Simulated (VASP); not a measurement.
Wanted: the native input for a VASP 6.6.1 run.

- Task: single point
- Functional: PBEsol
- Potentials or basis: VASP PAW PBE potentials, release 64 (Ag)
- Cutoff: 520 eV
- k mesh: 20 × 20 × 20
- Occupations: gaussian, width 0.15 eV
- Spin: no spin polarisation
- Dipole correction: no
- Further INCAR settings: ALGO = Fast; EDIFF = 1e-06; NBANDS = 12

The structure of Ag lies in POSCAR:

```
Ag
1.0
   -1.6804888100      1.6556540000      1.6804888100
    1.6308191900     -1.6556540000      1.6308191900
    1.6804888100      1.6556540000     -1.6804888100
Ag
1
Direct
    0.0000000000      0.0000000000      0.0000000000
```

This cell differs from its parent crystal: strain -0.0300 x Voigt [0, 0, 0, 0, 1, 0].

These files were run (other wordings do the same):

INCAR

```
SYSTEM = Ag
PREC = Accurate
ENCUT = 520
EDIFF = 1E-6
ISMEAR = 0
SIGMA = 0.15
LREAL = .False.
LASPH = .True.
NELM = 100
ALGO = Fast
ISIF = 2
LWAVE = .False.
LCHARG = .False.
GGA = PS
NBANDS = 12
```

KPOINTS

```
Automatic mesh
0
Gamma
  20 20 20
  0 0 0
```

Potentials or basis: VASP PAW PBE potentials, release 64 (Ag).

Command:

```console
$ cat potpaw_PBE.64/Ag/POTCAR > POTCAR
$ mpirun -np 1 vasp_std > vasp.out
```

Results of the run:

```
Pressure : -7.2 GPa
```

Caveat: the cell differs from its parent crystal (strain -0.0300 x Voigt [0, 0, 0, 0, 1, 0]); the PAW data sets were made with another functional, which shifts forces and pressure a little.

It took 2.5 min on 1 thread of AMD EPYC 7R13 Processor (Zen 3) (shared host), peak memory 0.31 GiB.
